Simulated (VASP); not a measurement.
Wanted: the native input for a VASP 6.6.1 run.

```
Task                   : single point
Functional             : PBEsol
Potentials or basis    : VASP PAW PBE potentials, release 64 (O, H, N)
Cutoff                 : 520 eV
k mesh                 : 1 × 1 × 1
Occupations            : fermi-dirac, width 0.02 eV
Spin                   : no spin polarisation
Dipole correction      : no
Further INCAR settings : LREAL = Auto; ALGO = Normal; EDIFF = 1e-07; NBANDS = 45
```

The structure of H15NO6 lies in POSCAR:

```
H15NO6
1.0
    6.0276500000      0.0000000000      0.0000000000
    0.0000000000      6.0276500000      0.0000000000
    0.0000000000      0.0000000000      6.0276500000
O H N
6 15 1
Direct
    0.0769951805      0.8930345989      0.3067364562
    0.3780743739      0.6433352965      0.4471062520
    0.7334035652      0.6236758936      0.1589508349
    0.5455193981      0.1447496122      0.4358414971
    1.0320605875      0.3251018224      0.4124161157
    0.6195283402      0.2626396689      0.9653015686
    0.2084228514      0.7866747406      0.3402652775
   -0.0356357785      0.7936924009      0.2427811834
    0.2975620681      0.4939570148      0.4467080869
    0.5127869070      0.5931664911      0.3616168822
    0.7043541015      0.4921320913      0.0327988520
    0.6563586141      0.7576750475      0.1185702554
    0.4543229949      0.0129569567      0.4600466185
    0.5883387390      0.1862749164      0.5871608338
    0.9125612801      0.4112382106      0.3580665765
    1.0204640283      0.1732184185      0.3345084735
    0.7618391911      0.1790747638      0.9044818462
    0.6174379733      0.2260250678      1.1212495749
    0.0633248447      0.2131510622      0.7265683973
    0.1056962498      0.0085771403      0.9146184666
   -0.0660788201     -0.0018581039      0.6728161058
   -0.0119947243      0.0813418165      0.8021699999
```

The input as run:

INCAR

```
PREC     = Accurate       # precision mode
ENCUT    = 520            # plane-wave cutoff, eV
EDIFF    = 1E-7           # SCF threshold, eV
ISMEAR   = -1             # smearing method
SIGMA    = 0.02           # smearing width, eV
LREAL    = Auto         
LASPH    = T              # aspherical terms in the spheres
NELM     = 60             # most SCF steps
ALGO     = Normal         # electronic algorithm
ISIF     = 2              # what is computed and relaxed
LWAVE    = F              # write WAVECAR
LCHARG   = F              # write CHGCAR
GGA      = PS             # functional
NBANDS   = 45             # bands
```

KPOINTS

```
regular mesh
0
Gamma
  1 1 1
```

Potentials or basis: VASP PAW PBE potentials, release 64 (O, H, N).

Command:

```sh
$ cat potpaw_PBE.64/O/POTCAR potpaw_PBE.64/H/POTCAR potpaw_PBE.64/N/POTCAR > POTCAR
$ mpirun -np 1 vasp_gam > vasp.out
```

It gave:

```yaml
Pressure: -0.3 GPa
Largest_force: 3.159 eV/Å
Band_gap_on_the_k_mesh: 4.24 eV
```

Caveat: the k points lie up to 1.04 Å⁻¹ apart; the PAW data sets were made with another functional, which shifts forces and pressure a little.

Run time: 28 s on 1 thread of AMD EPYC 7R13 Processor (Zen 3) (shared host), peak memory 0.27 GiB.
